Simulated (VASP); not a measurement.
# Al (Fm-3m) in VASP: a series of runs

Al is run at these levels: b88 exchange, pbe correlation, pbesol exchange, pbe correlation, r2SCAN0, revpbe exchange, lda correlation; tasks: single point.

Everything below comes from runs of VASP 6.6.1. Logs are shortened: lines on timing, memory, paths and dates and some standing lists are left out, and cuts for length are marked.

## (1) The cell of the first run

The structure is cubic, space group Fm-3m (No. 225). Conventional cell: a = 4.103 Å, b = 4.103 Å, c = 4.103 Å, α = 90.00°, β = 90.00°, γ = 90.00°. Within 3.8 Å of Al (site symmetry m-3m) lie 12 Al at 2.90 Å.

## (2) Single point, b88 exchange, pbe correlation

INCAR reads:

```
ALGO = Normal
EDIFF = 1E-6
ENCUT = 500
GGA = LIBXC
GGA_COMPAT = F
ISIF = 2
ISMEAR = -1
LASPH = T
LCHARG = F
LIBXC1 = GGA_X_B88
LIBXC2 = GGA_C_PBE
LREAL = F
LWAVE = F
NBANDS = 8
NELM = 120
PREC = Accurate
SIGMA = 0.05
```

KPOINTS reads:

```
k-points
0
Gamma
  11 11 11
```

POSCAR reads:

```
Al
1.0
    0.0000000000      2.0514502267      2.0514502267
    2.0514502267      0.0000000000      2.0514502267
    2.0514502267      2.0514502267      0.0000000000
Al
1
Direct
    0.0000000000      0.0000000000      0.0000000000
```

Potentials or basis: VASP PAW PBE potentials, release 64 (Al).

The run is started by

```sh
$ cat potpaw_PBE.64/Al/POTCAR > POTCAR
$ mpirun -np 1 vasp_std > vasp.out
```

OUTCAR:

```text
EDIFF = 1E-6
   ENCUT = 500
   GGA = LIBXC
   ISIF = 2
   ISMEAR = -1
   LASPH = T
   LREAL = F
   NELM = 120
   PREC = Accurate

 ion  position               nearest neighbor table
   1  0.000  0.000  0.000-

  LATTYP: Found a face centered cubic cell.
 ALAT       =     4.1029004534

  Lattice vectors:

 A1 = (   0.0000000000,   2.0514502267,   2.0514502267)
 A2 = (   2.0514502267,   0.0000000000,   2.0514502267)
 A3 = (   2.0514502267,   2.0514502267,   0.0000000000)

Analysis of symmetry for initial positions (statically):
=====================================================================
 Subroutine PRICEL returns:
 Original cell was already a primitive cell.

 Routine SETGRP: Setting up the symmetry group for a
 face centered cubic supercell.

 Subroutine GETGRP returns: Found 48 space group operations
 (whereof 48 operations were pure point group operations)
 out of a pool of 48 trial point group operations.

The static configuration has the point symmetry O_h .

Analysis of symmetry for dynamics (positions and initial velocities):
=====================================================================
 Subroutine PRICEL returns:
 Original cell was already a primitive cell.

 Routine SETGRP: Setting up the symmetry group for a
 face centered cubic supercell.

 Subroutine GETGRP returns: Found 48 space group operations
 (whereof 48 operations were pure point group operations)
 out of a pool of 48 trial point group operations.

The dynamic configuration has the point symmetry O_h .

 Subroutine INISYM returns: Found 48 space group operations
 (whereof 48 operations are pure point group operations),
 and found     1 'primitive' translations

----------------------------------------------------------------------------------------

                                     Primitive cell

  volume of cell :      17.2668

  direct lattice vectors                    reciprocal lattice vectors
     0.000000000  2.051450227  2.051450227    -0.243730018  0.243730018  0.243730018
     2.051450227  0.000000000  2.051450227     0.243730018 -0.243730018  0.243730018
     2.051450227  2.051450227  0.000000000     0.243730018  0.243730018 -0.243730018

  length of vectors
     2.901188733  2.901188733  2.901188733     0.422152774  0.422152774  0.422152774

  position of ions in fractional coordinates (direct lattice)
     0.000000000  0.000000000  0.000000000

  ion indices of the primitive-cell ions
   primitive index   ion index
                 1           1

----------------------------------------------------------------------------------------

 KPOINTS: k-points

Automatic generation of k-mesh.
 Grid dimensions read from file:
 generate k-points for:   11   11   11

 Generating k-lattice:

  Cartesian coordinates                     Fractional coordinates (reciprocal lattice)
    -0.022157274  0.022157274  0.022157274     0.090909091  0.000000000  0.000000000
     0.022157274 -0.022157274  0.022157274     0.000000000  0.090909091  0.000000000
     0.022157274  0.022157274 -0.022157274     0.000000000  0.000000000  0.090909091

  Length of vectors
     0.038377525  0.038377525  0.038377525

  Shift w.r.t. Gamma in fractional coordinates (k-lattice)
     0.000000000  0.000000000  0.000000000

 Subroutine IBZKPT returns following result:
 ===========================================

 Found     56 irreducible k-points:

 Following reciprocal coordinates:
            Coordinates               Weight
  0.000000  0.000000  0.000000      1.000000
  0.090909  0.000000  0.000000      8.000000
  0.181818  0.000000  0.000000      8.000000
  0.272727  0.000000  0.000000      8.000000
  0.363636  0.000000  0.000000      8.000000
  0.454545  0.000000  0.000000      8.000000
[... 16 lines left out ...]
 -0.272727  0.181818  0.000000     24.000000
 -0.181818  0.181818  0.000000     12.000000
 [... further k-points ...]
   k-points           NKPTS =     56   k-points in BZ     NKDIM =     56   number of bands    NBANDS=      8
   number of dos      NEDOS =    301   number of ions     NIONS =      1
   total plane-waves  NPLWV =  13824
   dimension x,y,z NGX =    24 NGY =   24 NGZ =   24
   dimension x,y,z NGXF=    48 NGYF=   48 NGZF=   48
   ions per type =               1
   NGX,Y,Z   is equivalent  to a cutoff of  13.75, 13.75, 13.75 a.u.
   NGXF,Y,Z  is equivalent  to a cutoff of  27.51, 27.51, 27.51 a.u.
 SYSTEM =  unknown system
   PREC   = accura    normal or accurate (medium, high low for compatibility)
   ISTART =      0    job   : 0-new  1-cont  2-samecut
   ICHARG =      2    charge: 1-file 2-atom 10-const
   ISPIN  =      1    spin polarized calculation?
   LNONCOLLINEAR =      F non collinear calculations
   LSORBIT =      F    spin-orbit coupling
   LASPH  =      T    aspherical Exc in radial PAW
   ENCUT  =  500.0 eV  36.75 Ry    6.06 a.u.   5.29  5.29  5.29*2*pi/ulx,y,z
   NELM   =    120;   NELMIN=  2; NELMDL= -5     # of ELM steps
   EDIFF  = 0.1E-05   stopping-criterion for ELM
   LREAL  =      F    real-space projection
   EDIFFG = 0.1E-04   stopping-criterion for IOM
   NSW    =      0    number of steps for IOM
   IBRION =     -1    ionic relax: 0-MD 1-quasi-New 2-CG
   NFREE  =      0    steps in history (QN), initial steepest desc. (CG)
   ISIF   =      2    stress and relaxation
   ISYM   =      2    0-nonsym 1-usesym 2-fastsym
   POTIM  = 0.5000    time-step for ionic-motion
   TEBEG  =    0.0;   TEEND  =   0.0 temperature during run
   PSTRESS=    0.0 pullay stress
   NELECT =       3.0000    total number of electrons
   NUPDOWN=      -1.0000    fix difference up-down
   EMIN   =  10.00;   EMAX   =-10.00  energy-range for DOS
   EFERMI =   0.00;   METHOD = LEGACY
   ISMEAR =    -1;   SIGMA  =   0.05  broadening in eV -4-tet -1-fermi 0-gaus
   EFERMI_NEDOS =   21; number of points for ismear=-14 and -15
   IALGO  =     38    algorithm
   IMIX   =      4    mixing-type and parameters
     AMIX     =   0.40;   BMIX     =  1.00
     AMIX_MAG =   1.60;   BMIX_MAG =  1.00
  volume/ion in A,a.u.               =      17.27       116.52
  Fermi-wavevector in a.u.,A,eV,Ry     =   0.913505  1.726274 11.353945  0.834491
  Thomas-Fermi vector in A             =   2.038024
   LORBIT       =      0    0 simple, 1 ext, 2 COOP (PROOUT), +10 PAW based schemes
   GGA     = LIBXC    functional components
   LHFCALC =     F    Hartree Fock is set to
   AEXX    =    0.0000 exact exchange contribution
   IVDW    =     0    specifies the selected vdW correction
   LEPSILON=     F    determine dielectric tensor
   LRPA    =     F    only Hartree local field effects (RPA)
 non-spin polarized calculation
  energy-cutoff  :      500.00
  volume of cell :       17.27
 maximum number of plane-waves:       448
 NGX is ok and might be reduce to    24
   NGX = 11   NGY = 11   NGZ = 11

 number of electron       3.0000000 magnetization

 Free energy of the ion-electron system (eV)
  ---------------------------------------------------
  ext. energy  EPLUGINS =         0.00000000
  ---------------------------------------------------
  free energy    TOTEN  =        -3.65276529 eV

  energy without entropy =       -3.64869399  energy(sigma->0) =       -3.65072964

 E-fermi :   7.5634     XC(G=0): -10.0329

 val. band max:        7.3266502586   @ k =  -0.4545   0.4545   0.0909
 cond. band min:       7.5735453565   @ k =  -0.4545   0.3636   0.0000
 fundamental gap:      0.2468950980
 Fermi energy:         7.5634375296

 k-point     1 :       0.0000    0.0000    0.0000
  band No.  band energies     occupation
      1      -3.2732      2.00000
      2      19.8871      0.00000
      3      19.8871      0.00000
      4      19.8871      0.00000
      5      21.0600      0.00000
      6      21.0600      0.00000
      7      21.0600      0.00000
      8      23.6912      0.00000

 k-point     2 :       0.0909    0.0000    0.0000
  band No.  band energies     occupation
      1      -3.0554      2.00000
      2      16.9777      0.00000
      3      19.1872      0.00000
      4      19.1872      0.00000
      5      21.8328      0.00000
      6      22.0801      0.00000
      7      22.0801      0.00000
      8      25.3773      0.00000

 k-point     3 :       0.1818    0.0000    0.0000
  band No.  band energies     occupation
      1      -2.4039      2.00000
      2      13.4204      0.00000
      3      18.4467      0.00000
      4      18.4467      0.00000
      5      21.6429      0.00000
      6      22.9114      0.00000
      7      22.9114      0.00000
      8      24.5118      0.00000

 k-point     4 :       0.2727    0.0000    0.0000
  band No.  band energies     occupation
      1      -1.3245      2.00000
      2      10.0790      0.00000
      3      18.0376      0.00000
      4      18.0376      0.00000
      5      21.4530      0.00000
      6      21.4677      0.00000
      7      21.4677      0.00000
      8      25.4080      0.00000

 k-point     5 :       0.3636    0.0000    0.0000
  band No.  band energies     occupation
      1       0.1738      2.00000
      2       7.0522      1.99993
      3      17.9875      0.00000
      4      17.9875      0.00000
      5      20.0837      0.00000
      6      20.0837      0.00000
      7      21.5310      0.00000
      8      23.9494      0.00000

 k-point     6 :       0.4545    0.0000    0.0000
  band No.  band energies     occupation
      1       2.0788      2.00000
      2       4.3786      2.00000
      3      18.2870      0.00000
      4      18.2870      0.00000
      5      19.0519      0.00000
      6      19.0519      0.00000
      7      21.9591      0.00000
      8      22.7897      0.00000

 k-point     7 :       0.0909    0.0909    0.0000
  band No.  band energies     occupation
      1      -2.9829      2.00000
      2      17.9355      0.00000
      3      17.9355      0.00000
      4      18.3384      0.00000
      5      20.4118      0.00000
      6      23.4253      0.00000
      7      23.4253      0.00000
      8      23.5179      0.00000

 k-point     8 :       0.1818    0.0909    0.0000
  band No.  band energies     occupation
      1      -2.4761      2.00000
      2      14.7141      0.00000
      3      17.0232      0.00000
      4      18.3810      0.00000
      5      20.7309      0.00000
      6      21.6041      0.00000
      7      23.8434      0.00000
      8      24.7779      0.00000

 k-point     9 :       0.2727    0.0909    0.0000
  band No.  band energies     occupation
      1      -1.5397      2.00000
      2      11.3218      0.00000
      3      16.4758      0.00000
      4      18.0256      0.00000
      5      19.2787      0.00000
      6      22.9219      0.00000
      7      23.8273      0.00000
      8      23.8936      0.00000

 k-point    10 :       0.3636    0.0909    0.0000
  band No.  band energies     occupation
      1      -0.1817      2.00000
      2       8.1981      0.00001
      3      16.2984      0.00000
      4      17.6971      0.00000
      5      17.9124      0.00000
      6      22.4828      0.00000
      7      23.5066      0.00000
      8      25.2256      0.00000
[... 78 lines left out ...]
 k-point    18 :       0.2727    0.1818    0.0000
  band No.  band energies     occupation
      1      -1.3245      2.00000
      2      12.8793      0.00000
      3      15.2879      0.00000
      4      16.6679      0.00000
      5      16.7870      0.00000
      6      19.6846      0.00000
      7      26.5036      0.00000
      8      27.1455      0.00000

 k-point    19 :       0.3636    0.1818    0.0000
  band No.  band energies     occupation
      1      -0.1108      2.00000
      2       9.7163      0.00000
      3      14.9814      0.00000
      4      15.0217      0.00000
      5      16.6233      0.00000
      6      21.7773      0.00000
      7      25.1985      0.00000
      8      27.1609      0.00000

 k-point    20 :       0.4545    0.1818    0.0000
  band No.  band energies     occupation
      1       1.5151      2.00000
      2       6.8378      2.00000
      3      13.6437      0.00000
      4      15.0488      0.00000
      5      16.7709      0.00000
      6      24.0020      0.00000
      7      24.2512      0.00000
      8      27.0228      0.00000

 k-point    21 :      -0.4545    0.1818    0.0000
  band No.  band energies     occupation
      1       3.5352      2.00000
      2       4.3099      2.00000
      3      12.6562      0.00000
      4      15.4898      0.00000
      5      17.2838      0.00000
      6      23.1057      0.00000
      7      25.4607      0.00000
      8      27.8659      0.00000

 k-point    22 :      -0.3636    0.1818    0.0000
  band No.  band energies     occupation
      1       2.1479      2.00000
      2       5.9411      2.00000
      3      12.0736      0.00000
      4      16.3034      0.00000
      5      18.1819      0.00000
      6      22.5558      0.00000
      7      25.0655      0.00000
      8      27.9804      0.00000

 k-point    23 :      -0.2727    0.1818    0.0000
  band No.  band energies     occupation
      1       0.3865      2.00000
      2       8.6657      0.00000
      3      11.9314      0.00000
      4      17.4847      0.00000
      5      19.4492      0.00000
      6      22.3525      0.00000
      7      24.6352      0.00000
      8      25.1784      0.00000

 k-point    24 :      -0.1818    0.1818    0.0000
  band No.  band energies     occupation
      1      -0.9664      2.00000
      2      11.2943      0.00000
      3      12.6177      0.00000
      4      19.0120      0.00000
      5      21.0325      0.00000
      6      22.1333      0.00000
      7      23.0802      0.00000
      8      24.0142      0.00000

 [... further k-points ...]

------------------------ aborting loop because EDIFF is reached ----------------------------------------

  FORCE on cell =-STRESS in cart. coord.  units (eV):
  Direction    XX          YY          ZZ          XY          YZ          ZX
  --------------------------------------------------------------------------------------
  -------------------------------------------------------------------------------------
  Total       -0.2908333     -0.2908333     -0.2908333      0.0000000     -0.0000000     -0.0000000
  in kB      -26.9861982    -26.9861982    -26.9861982      0.0000000     -0.0000000     -0.0000000
  external PRESSURE =     -26.9861982 kB  Pullay stress =       0.0000000 kB

 VOLUME and BASIS-vectors are now :
 -----------------------------------------------------------------------------
  energy-cutoff  :      500.00
  volume of cell :       17.27
      direct lattice vectors                 reciprocal lattice vectors
     0.000000000  2.051450227  2.051450227    -0.243730018  0.243730018  0.243730018
     2.051450227  0.000000000  2.051450227     0.243730018 -0.243730018  0.243730018
     2.051450227  2.051450227  0.000000000     0.243730018  0.243730018 -0.243730018

 POSITION                                       TOTAL-FORCE (eV/Angst)
 -----------------------------------------------------------------------------------
      0.00000      0.00000      0.00000        -0.000000     -0.000000     -0.000000
 -----------------------------------------------------------------------------------
    total drift:                               -0.000000      0.000000     -0.000000

  FREE ENERGIE OF THE ION-ELECTRON SYSTEM (eV)
  ---------------------------------------------------
  free  energy   TOTEN  =        -3.6527652882 eV

  energy  without entropy=       -3.6486939865  energy(sigma->0) =       -3.65072964
```

It took 5 s on 1 thread of AMD EPYC 7R13 (Zen 3), shared host; peak memory 0.1 GiB.

Results:

| Quantity | Value |
| --- | --- |
| Free energy | -3.6528 eV |
| Pressure | -2.7 GPa |
| Band gap on the k mesh | zero (an odd number of electrons rules out a gap without spin polarisation) |

Caveat: the PAW data sets were made with another functional, which shifts forces and pressure a little.

## (3) Single point, b88 exchange, pbe correlation

This run uses another cell than the first one, of 17.60 Å³/atom.

INCAR reads:

```
PREC     = Accurate       # precision mode
ENCUT    = 500            # plane-wave cutoff, eV
EDIFF    = 1E-6           # SCF threshold, eV
ISMEAR   = -1             # smearing method
SIGMA    = 0.05           # smearing width, eV
LREAL    = F              # projectors in reciprocal space
LASPH    = T              # aspherical terms in the spheres
NELM     = 120            # most SCF steps
ALGO     = Normal         # electronic algorithm
ISIF     = 2              # what is computed and relaxed
LWAVE    = F              # write WAVECAR
LCHARG   = F              # write CHGCAR
GGA      = LIBXC          # functional
LIBXC1   = GGA_X_B88    
LIBXC2   = GGA_C_PBE    
NBANDS   = 8              # bands
GGA_COMPAT= F
```

KPOINTS reads:

```
Automatic mesh
0
Gamma
  11 11 11
```

POSCAR reads:

```
Al
1.0
    0.0000000000      2.0645171409      2.0645171409
    2.0645171409      0.0000000000      2.0645171409
    2.0645171409      2.0645171409      0.0000000000
Al
1
Direct
    0.0000000000      0.0000000000      0.0000000000
```

Potentials or basis: VASP PAW PBE potentials, release 64 (Al).

The run is started by

```sh
$ cat potpaw_PBE.64/Al/POTCAR > POTCAR
$ mpirun -np 1 vasp_std > vasp.out
```

OUTCAR:

```text
PREC = Accurate
   ENCUT = 500
   EDIFF = 1E-6
   ISMEAR = -1
   LREAL = F
   LASPH = T
   NELM = 120
   ISIF = 2
   GGA = LIBXC

 ion  position               nearest neighbor table
   1  0.000  0.000  0.000-

  LATTYP: Found a face centered cubic cell.
 ALAT       =     4.1290342818

  Lattice vectors:

 A1 = (   0.0000000000,   2.0645171409,   2.0645171409)
[... 441 lines left out ...]
      5      20.6788      0.00000
      6      21.8112      0.00000
      7      22.6789      0.00000
      8      23.6058      0.00000

 [... further k-points ...]

------------------------ aborting loop because EDIFF is reached ----------------------------------------

  FORCE on cell =-STRESS in cart. coord.  units (eV):
  Direction    XX          YY          ZZ          XY          YZ          ZX
  --------------------------------------------------------------------------------------
  -------------------------------------------------------------------------------------
  Total       -0.4242389     -0.4242389     -0.4242389      0.0000000      0.0000000      0.0000000
  in kB      -38.6220703    -38.6220703    -38.6220703      0.0000000      0.0000000      0.0000000
  external PRESSURE =     -38.6220703 kB  Pullay stress =       0.0000000 kB

 VOLUME and BASIS-vectors are now :
 -----------------------------------------------------------------------------
  energy-cutoff  :      500.00
  volume of cell :       17.60
      direct lattice vectors                 reciprocal lattice vectors
     0.000000000  2.064517141  2.064517141    -0.242187381  0.242187381  0.242187381
     2.064517141  0.000000000  2.064517141     0.242187381 -0.242187381  0.242187381
     2.064517141  2.064517141  0.000000000     0.242187381  0.242187381 -0.242187381

 POSITION                                       TOTAL-FORCE (eV/Angst)
 -----------------------------------------------------------------------------------
      0.00000      0.00000      0.00000        -0.000000     -0.000000     -0.000000
 -----------------------------------------------------------------------------------
    total drift:                                0.000000     -0.000000     -0.000000

  FREE ENERGIE OF THE ION-ELECTRON SYSTEM (eV)
  ---------------------------------------------------
  free  energy   TOTEN  =        -3.6459544190 eV

  energy  without entropy=       -3.6418370365  energy(sigma->0) =       -3.64389573
```

OSZICAR:

```text
N       E                     dE             d eps       ncg     rms          rms(c)
DAV:   1    -0.229860393841E+01   -0.22986E+01   -0.91585E+02   896   0.204E+02
DAV:   2    -0.365655565220E+01   -0.13580E+01   -0.12929E+01  1280   0.179E+01
DAV:   3    -0.366401659307E+01   -0.74609E-02   -0.74583E-02  1136   0.151E+00
DAV:   4    -0.366403855400E+01   -0.21961E-04   -0.21960E-04  1400   0.722E-02
DAV:   5    -0.366403858866E+01   -0.34665E-07   -0.34575E-07  1168   0.207E-03    0.130E+00
DAV:   6    -0.365340092056E+01    0.10638E-01   -0.16584E-03  1200   0.193E-01    0.754E-01
DAV:   7    -0.364595808160E+01    0.74428E-02   -0.44368E-03  1104   0.314E-01    0.153E-01
DAV:   8    -0.364595462467E+01    0.34569E-05   -0.21734E-05  1416   0.284E-02    0.327E-03
DAV:   9    -0.364595441898E+01    0.20569E-06   -0.78434E-08  1112   0.143E-03
   1 F= -.36459544E+01 E0= -.36438957E+01  d E =-.411738E-02
```

Run time: 5 s. Hardware: 1 thread of AMD EPYC 7R13 (Zen 3), shared host; peak memory 0.1 GiB.

Results:

```yaml
Free_energy: -3.6460 eV
Pressure: -3.9 GPa
Band_gap_on_the_k_mesh: zero (an odd number of electrons rules out a gap without spin polarisation)
```

Caveat: the cell stands under tension; the PAW data sets were made with another functional, which shifts forces and pressure a little.

(Continued in part 2 of 2.)
